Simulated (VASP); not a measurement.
Crystal: ZrC.

```
Zr C
1.0
     0.00000    2.35588    2.35588
     2.35588    0.00000    2.35588
     2.35588    2.35588    0.00000
Zr C
1 1
Direct
  0.50000 0.50000 0.50000
  0.00000 0.00000 0.00000
```

Base run:

```yaml
Program: VASP 6.6.1
Functional: r2SCAN
Potentials_or_basis: VASP PAW PBE potentials, release 64 (Zr_sv, C)
Cutoff: 660 eV
k_mesh: 12 × 12 × 12
Occupations: methfessel-paxton, width 0.05 eV
Spin: no spin polarisation
```

Its results: band gap on the k mesh zero (bands 8 and 9 overlap by 1.32 eV); pressure 0.1 GPa.

Task: The run is repeated on the same cell with these changes: occupations from methfessel-paxton, width 0.05 eV to tetrahedron; dispersion from none to D3(BJ). What comes out?

Result: Band gap on the k mesh zero (bands 8 and 9 overlap by 1.32 eV); pressure -2.3 GPa.

Caveats: the PAW data sets were made with another functional, which shifts forces and pressure a little.
